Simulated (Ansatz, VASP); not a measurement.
# AlAs: VASP beside Ansatz

```
CELL_PARAMETERS angstrom
4.01255 0.00000 0.00000
0.00000 5.67460 0.00000
0.00000 0.00000 25.03136
ATOMIC_POSITIONS crystal
Al 0.50000 0.43886 0.32004
Al 0.00000 0.02132 0.37549
Al 0.50000 0.51739 0.46167
Al 0.00000 0.01741 0.53833
Al 0.50000 0.52133 0.62452
Al 0.00000 0.93890 0.67996
As 0.00000 0.23703 0.29026
As 0.50000 0.77063 0.38110
As 0.00000 0.26470 0.45798
As 0.50000 0.76471 0.54202
As 0.00000 0.27066 0.61890
As 0.50000 0.73707 0.70973
```

Alike in both runs: functional PBEsol; k mesh 7 × 5 × 1; occupations gaussian, width 0.05 eV; no spin polarisation.

Ansatz relaxed the structure, and its values are those at the end. VASP's run is a single point on that final structure, the one shown.

```csv
,VASP,Ansatz
version,VASP 6.6.1,Ansatz 0.2.0
potentials or method,"VASP PAW PBE potentials, release 64 (Al, As), cutoff 520 eV","scalar-relativistic, plane waves, PAW"
valence electrons in the cell,48,108
```

|  | VASP | Ansatz | Ansatz less VASP |
| --- | --- | --- | --- |
| gap on the k mesh at the Fermi level (eV) | 0.95 | 0.96 | +0.009 |
| least direct gap on the mesh (eV) | 1.48 | 1.49 | +0.009 |
| rms of the force components (eV/Å) | 0.010 | 0.002 | -0.0076 |

VASP's potentials were made for PBE, not for PBEsol. The functional is the same, so the differences come from potentials, cutoffs and numerics. VASP's potentials hold 48 valence electrons a cell and Ansatz's 108, so a difference there can come from the potentials and not from the codes.
